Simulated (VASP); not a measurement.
# Ag in VASP: notebook

The runs below take Ag through single point, with PBE.

Everything below comes from runs of VASP 6.6.1. Logs are shortened: lines on timing, memory, paths and dates and some standing lists are left out, and cuts for length are marked.

### Step 1. The cell of the first run

Symmetry: I4/mmm, No. 139, tetragonal system. Conventional cell: a = 2.977 Å, b = 2.977 Å, c = 4.063 Å, α = 90.00°, β = 90.00°, γ = 90.00°. Within 3.9 Å of Ag (site symmetry 4/mmm) lie 12 Ag at 2.93 to 2.98 Å.

### Step 2. Single point, PBE (biaxial strain in the a-b plane: +1.5 %, then relaxed in part)

INCAR reads:

```
SYSTEM = Ag
ALGO = Fast ; EDIFF = 1E-7
ENCUT = 520 ; GGA = PE
ISIF = 2 ; ISMEAR = 0
LASPH = .TRUE. ; LCHARG = .FALSE.
LREAL = .FALSE. ; LWAVE = .FALSE.
NBANDS = 18 ; NELM = 60
PREC = Accurate ; SIGMA = 0.1
```

KPOINTS reads:

```
k-points
0
G
  18 18 12
  0 0 0
```

POSCAR reads:

```
Ag
1.0
    2.1048553496      2.1048553496      0.0000000000
   -2.1048553496      2.1048553496      0.0000000000
    0.0000000000      0.0000000000      4.0629914989
Ag
2
Direct
    0.0000000000      0.0000000000      0.0000000000
    0.5000000000      0.5000000000      0.5000000000
```

Potentials or basis: VASP PAW PBE potentials, release 64 (Ag).

Run with:

```sh
> cat potpaw_PBE.64/Ag/POTCAR > POTCAR
> mpirun -np 1 vasp_std > vasp.out
```

OUTCAR:

```text
SYSTEM = Ag
   EDIFF = 1E-7
   ENCUT = 520
   GGA = PE
   ISIF = 2
   ISMEAR = 0
   LASPH = .TRUE.
   LREAL = .FALSE.
   NELM = 60
   PREC = Accurate

 ion  position               nearest neighbor table
   1  0.000  0.000  0.000-   2 2.93   2 2.93   2 2.93   2 2.93   2 2.93   2 2.93   2 2.93   2 2.93

   2  0.500  0.500  0.500-   1 2.93   1 2.93   1 2.93   1 2.93   1 2.93   1 2.93   1 2.93   1 2.93

  LATTYP: Found a simple tetragonal cell.
 ALAT       =     2.9767149822
 C/A-ratio  =     1.3649245975

  Lattice vectors:

 A1 = (   2.1048553496,   2.1048553496,   0.0000000000)
 A2 = (  -2.1048553496,   2.1048553496,   0.0000000000)
 A3 = (   0.0000000000,   0.0000000000,   4.0629914989)

Analysis of symmetry for initial positions (statically):
=====================================================================
 Subroutine PRICEL returns following result:

  LATTYP: Found a body centered tetragonal cell.
 ALAT       =     2.9767149822
 C/A-ratio  =     1.3649245975

  Lattice vectors:

 A1 = (   0.0000000000,  -2.1048553496,  -2.0314957494)
 A2 = (   0.0000000000,   2.1048553496,  -2.0314957495)
 A3 = (   2.1048553496,   0.0000000000,   2.0314957495)

   2 primitive cells build up your supercell.

 Routine SETGRP: Setting up the symmetry group for a
 simple tetragonal supercell.

 Subroutine GETGRP returns: Found 16 space group operations
 (whereof 16 operations were pure point group operations)
 out of a pool of 16 trial point group operations.

The static configuration has the point symmetry D_4h.

Analysis of symmetry for dynamics (positions and initial velocities):
=====================================================================
 Subroutine PRICEL returns following result:

  LATTYP: Found a body centered tetragonal cell.
 ALAT       =     2.9767149822
 C/A-ratio  =     1.3649245975

  Lattice vectors:

 A1 = (   0.0000000000,  -2.1048553496,  -2.0314957494)
 A2 = (   0.0000000000,   2.1048553496,  -2.0314957495)
 A3 = (   2.1048553496,   0.0000000000,   2.0314957495)

   2 primitive cells build up your supercell.

 Routine SETGRP: Setting up the symmetry group for a
 simple tetragonal supercell.

 Subroutine GETGRP returns: Found 16 space group operations
 (whereof 16 operations were pure point group operations)
 out of a pool of 16 trial point group operations.

The dynamic configuration has the point symmetry D_4h.

 Subroutine INISYM returns: Found 16 space group operations
 (whereof 16 operations are pure point group operations),
 and found     2 'primitive' translations

----------------------------------------------------------------------------------------

                                     Primitive cell

  volume of cell :      18.0007

  direct lattice vectors                    reciprocal lattice vectors
     0.000000000 -2.104855350 -2.031495749     0.237546015 -0.237546015 -0.246124069
     0.000000000  2.104855350 -2.031495749     0.237546015  0.237546015 -0.246124069
     2.104855350  0.000000000  2.031495749     0.475092030  0.000000000  0.000000000

  length of vectors
     2.925301869  2.925301869  2.925301869     0.416453209  0.416453209  0.475092030

  position of ions in fractional coordinates (direct lattice)
     0.000000000  0.000000000  0.000000000

  ion indices of the primitive-cell ions
   primitive index   ion index
                 1           1

----------------------------------------------------------------------------------------

 KPOINTS: k-points

Automatic generation of k-mesh.
 Grid dimensions read from file:
 generate k-points for:   18   18   12

 Generating k-lattice:

  Cartesian coordinates                     Fractional coordinates (reciprocal lattice)
     0.013197001  0.013197001  0.000000000     0.055555556  0.000000000  0.000000000
    -0.013197001  0.013197001  0.000000000     0.000000000  0.055555556  0.000000000
     0.000000000  0.000000000  0.020510339     0.000000000  0.000000000  0.083333333

  Length of vectors
     0.018663378  0.018663378  0.020510339

  Shift w.r.t. Gamma in fractional coordinates (k-lattice)
     0.000000000  0.000000000  0.000000000

 Subroutine IBZKPT returns following result:
 ===========================================

 Found    385 irreducible k-points:

 Following reciprocal coordinates:
            Coordinates               Weight
  0.000000  0.000000  0.000000      1.000000
  0.055556  0.000000  0.000000      4.000000
  0.111111  0.000000  0.000000      4.000000
  0.166667  0.000000  0.000000      4.000000
  0.222222  0.000000  0.000000      4.000000
  0.277778  0.000000  0.000000      4.000000
[... 16 lines left out ...]
  0.277778  0.111111  0.000000      8.000000
  0.333333  0.111111  0.000000      8.000000
 [... further k-points ...]
   k-points           NKPTS =    385   k-points in BZ     NKDIM =    385   number of bands    NBANDS=     18
   number of dos      NEDOS =    301   number of ions     NIONS =      2
   total plane-waves  NPLWV =  17280
   dimension x,y,z NGX =    24 NGY =   24 NGZ =   30
   dimension x,y,z NGXF=    48 NGYF=   48 NGZF=   60
   ions per type =               2
   NGX,Y,Z   is equivalent  to a cutoff of  13.40, 13.40, 12.28 a.u.
   NGXF,Y,Z  is equivalent  to a cutoff of  26.81, 26.81, 24.55 a.u.
 SYSTEM =  Ag
   PREC   = accura    normal or accurate (medium, high low for compatibility)
   ISTART =      0    job   : 0-new  1-cont  2-samecut
   ICHARG =      2    charge: 1-file 2-atom 10-const
   ISPIN  =      1    spin polarized calculation?
   LNONCOLLINEAR =      F non collinear calculations
   LSORBIT =      F    spin-orbit coupling
   LASPH  =      T    aspherical Exc in radial PAW
   ENCUT  =  520.0 eV  38.22 Ry    6.18 a.u.   5.53  5.53  7.55*2*pi/ulx,y,z
   NELM   =     60;   NELMIN=  2; NELMDL= -5     # of ELM steps
   EDIFF  = 0.1E-06   stopping-criterion for ELM
   LREAL  =      F    real-space projection
   EDIFFG = 0.1E-05   stopping-criterion for IOM
   NSW    =      0    number of steps for IOM
   IBRION =     -1    ionic relax: 0-MD 1-quasi-New 2-CG
   NFREE  =      0    steps in history (QN), initial steepest desc. (CG)
   ISIF   =      2    stress and relaxation
   ISYM   =      2    0-nonsym 1-usesym 2-fastsym
   POTIM  = 0.5000    time-step for ionic-motion
   TEBEG  =    0.0;   TEEND  =   0.0 temperature during run
   PSTRESS=    0.0 pullay stress
   NELECT =      22.0000    total number of electrons
   NUPDOWN=      -1.0000    fix difference up-down
   EMIN   =  10.00;   EMAX   =-10.00  energy-range for DOS
   EFERMI =   0.00;   METHOD = LEGACY
   ISMEAR =     0;   SIGMA  =   0.10  broadening in eV -4-tet -1-fermi 0-gaus
   EFERMI_NEDOS =   21; number of points for ismear=-14 and -15
   IALGO  =     68    algorithm
   IMIX   =      4    mixing-type and parameters
     AMIX     =   0.40;   BMIX     =  1.00
     AMIX_MAG =   1.60;   BMIX_MAG =  1.00
  volume/ion in A,a.u.               =      18.00       121.48
  Fermi-wavevector in a.u.,A,eV,Ry     =   1.389235  2.625273 26.258873  1.929973
  Thomas-Fermi vector in A             =   2.513285
   LORBIT       =      0    0 simple, 1 ext, 2 COOP (PROOUT), +10 PAW based schemes
   GGA     = PE    functional components
   LHFCALC =     F    Hartree Fock is set to
   AEXX    =    0.0000 exact exchange contribution
   IVDW    =     0    specifies the selected vdW correction
   LEPSILON=     F    determine dielectric tensor
   LRPA    =     F    only Hartree local field effects (RPA)
 non-spin polarized calculation
 RMM-DIIS sequential band-by-band and
 Gauss-broadening in eV      SIGMA  =   0.10
  energy-cutoff  :      520.00
  volume of cell :       36.00
 maximum number of plane-waves:       991
 NGX is ok and might be reduce to    24

 number of electron      21.9999998 magnetization

 Free energy of the ion-electron system (eV)
  ---------------------------------------------------
  ext. energy  EPLUGINS =         0.00000000
  ---------------------------------------------------
  free energy    TOTEN  =        -5.43520318 eV

  energy without entropy =       -5.43253113  energy(sigma->0) =       -5.43386716

 E-fermi :   7.7343     XC(G=0): -11.8885

 val. band max:        7.7333970602   @ k =   0.5000   0.1111   0.3333
 cond. band min:       7.7514124932   @ k =   0.3333   0.2222   0.5000
 fundamental gap:      0.0180154330
 Fermi energy:         7.7343245025

 k-point     1 :       0.0000    0.0000    0.0000
  band No.  band energies     occupation
      1       0.3215      2.00000
      2       1.6035      2.00000
      3       1.7249      2.00000
      4       3.0189      2.00000
      5       3.0189      2.00000
      6       3.2158      2.00000
[... 10 lines left out ...]
     17      23.8371      0.00000
     18      23.8620      0.00000

 k-point     2 :       0.0556    0.0000    0.0000
  band No.  band energies     occupation
      1       0.3820      2.00000
      2       1.6331      2.00000
      3       1.7533      2.00000
      4       3.0056      2.00000
      5       3.0338      2.00000
      6       3.2348      2.00000
[... 10 lines left out ...]
     17      23.8363      0.00000
     18      24.4048      0.00000

 k-point     3 :       0.1111    0.0000    0.0000
  band No.  band energies     occupation
      1       0.5602      2.00000
      2       1.7089      2.00000
      3       1.8467      2.00000
      4       2.9678      2.00000
      5       3.0780      2.00000
      6       3.2875      2.00000
[... 10 lines left out ...]
     17      23.7926      0.00000
     18      25.1700      0.00000

 k-point     4 :       0.1667    0.0000    0.0000
  band No.  band energies     occupation
      1       0.8454      2.00000
      2       1.8104      2.00000
      3       2.0122      2.00000
      4       2.9126      2.00000
      5       3.1501      2.00000
      6       3.3578      2.00000
[... 375 lines left out ...]
      4       2.6909      2.00000
      5       3.4172      2.00000
      6       3.4599      2.00000
[... 10 lines left out ...]
     17      22.8614      0.00000
     18      25.3186      0.00000

 k-point    23 :       0.2778    0.1111    0.0000
  band No.  band energies     occupation
      1       1.7941      2.00000
      2       2.1964      2.00000
      3       2.5113      2.00000
      4       2.6215      2.00000
      5       3.3815      2.00000
      6       3.3846      2.00000
[... 10 lines left out ...]
     17      21.7800      0.00000
     18      25.1237      0.00000

 k-point    24 :       0.3333    0.1111    0.0000
  band No.  band energies     occupation
      1       2.1481      2.00000
      2       2.3475      2.00000
      3       2.5721      2.00000
      4       2.6940      2.00000
      5       3.1276      2.00000
      6       3.2675      2.00000
[... 10 lines left out ...]
     17      20.6018      0.00000
     18      24.1871      0.00000

 [... further k-points ...]

------------------------ aborting loop because EDIFF is reached ----------------------------------------

  FORCE on cell =-STRESS in cart. coord.  units (eV):
  Direction    XX          YY          ZZ          XY          YZ          ZX
  --------------------------------------------------------------------------------------
  -------------------------------------------------------------------------------------
  Total       -0.2571507     -0.2571507     -0.0032555      0.0000000     -0.0000000     -0.0000000
  in kB      -11.4439987    -11.4439987     -0.1448807      0.0000000     -0.0000000     -0.0000000
  external PRESSURE =      -7.6776260 kB  Pullay stress =       0.0000000 kB

 VOLUME and BASIS-vectors are now :
 -----------------------------------------------------------------------------
  energy-cutoff  :      520.00
  volume of cell :       36.00
      direct lattice vectors                 reciprocal lattice vectors
     2.104855350  2.104855350  0.000000000     0.237546015  0.237546015  0.000000000
    -2.104855350  2.104855350  0.000000000    -0.237546015  0.237546015  0.000000000
     0.000000000  0.000000000  4.062991499     0.000000000  0.000000000  0.246124069

 POSITION                                       TOTAL-FORCE (eV/Angst)
 -----------------------------------------------------------------------------------
      0.00000      0.00000      0.00000         0.000000      0.000000     -0.000000
      0.00000      2.10486      2.03150        -0.000000     -0.000000      0.000000
 -----------------------------------------------------------------------------------
    total drift:                               -0.000000      0.000000     -0.000000

  FREE ENERGIE OF THE ION-ELECTRON SYSTEM (eV)
  ---------------------------------------------------
  free  energy   TOTEN  =        -5.4352031822 eV

  energy  without entropy=       -5.4325311331  energy(sigma->0) =       -5.43386716
```

It took 2.3 min on 1 thread of Intel Xeon Platinum 8175M at 2.50GHz (Skylake/Cascade Lake), shared host; peak memory 0.31 GiB.

What came out:

```
Free energy            : -5.4352 eV
Pressure               : -0.8 GPa
Band gap on the k mesh : zero (band 11 reaches 13.46 eV, above the bottom of band 12 at 4.30 eV)
```

Levels at points of the mesh, in eV from the Fermi level:
| k point | band 9 | band 10 | band 11 | band 12 | band 13 | band 14 |
| --- | --- | --- | --- | --- | --- | --- |
| (0.00, 0.00, 0.00) | -3.02 | -2.79 | -2.79 | 2.02 | 6.87 | 9.95 |
| (0.50, 0.00, 0.00) | -3.74 | -3.74 | -0.76 | -0.76 | 9.18 | 9.18 |
| (0.50, 0.50, 0.00) | -2.74 | -2.74 | 1.43 | 1.43 | 6.02 | 6.02 |
| (0.00, 0.00, 0.50) | -3.55 | -3.55 | -3.43 | -3.43 | 13.92 | 13.92 |
| (0.50, 0.00, 0.50) | -2.94 | -2.94 | -0.28 | -0.28 | 3.28 | 3.28 |
| (0.50, 0.50, 0.50) | -2.88 | -2.88 | 5.73 | 5.73 | 5.73 | 5.73 |

Caveat: the cell differs from its parent crystal (biaxial strain in the a-b plane: +1.5 %, then relaxed in part).

### Step 3. Single point, PBE

This run uses another cell than the first one: it holds 1 atom, not 2.

INCAR reads:

```
SYSTEM = Ag
PREC = Accurate ; ENCUT = 520
EDIFF = 1E-6 ; ISMEAR = 0
SIGMA = 0.1 ; LREAL = .FALSE.
LASPH = .TRUE. ; NELM = 80
ALGO = Normal ; ISIF = 2
LWAVE = .FALSE. ; LCHARG = .TRUE.
GGA = PE ; LELF = .TRUE.
LVHAR = .TRUE. ; NBANDS = 12
```

KPOINTS reads:

```
regular mesh
0
G
  18 18 18
  0 0 0
```

POSCAR reads:

```
Ag
1.0
    0.0000000000      1.9225018047      1.9225018047
    1.9225018047      0.0000000000      1.9225018047
    1.9225018047      1.9225018047      0.0000000000
Ag
1
Direct
    0.0000000000      0.0000000000      0.0000000000
```

Potentials or basis: VASP PAW PBE potentials, release 64 (Ag).

Run with:

```sh
> cat potpaw_PBE.64/Ag/POTCAR > POTCAR
> mpirun -np 1 vasp_std > vasp.out
```

Run time: 23 s. Hardware: 1 thread of Intel Xeon Platinum 8488C (Sapphire Rapids), shared host; peak memory 0.15 GiB.

Results (log left out):

```yaml
Free_energy: -2.3724 eV
Pressure: 39.5 GPa
```

Levels at points of the mesh, in eV from the Fermi level:
```csv
k point,band 4,band 5,band 6,band 7,band 8,band 9
"(0.00, 0.00, 0.00)",-5.62,-4.19,-4.19,16.24,20.91,20.91
"(0.50, 0.00, 0.00)",-3.10,-3.10,-0.98,4.71,15.50,19.71
"(0.50, 0.50, 0.00)",-2.82,-2.82,1.39,8.27,11.56,11.56
```
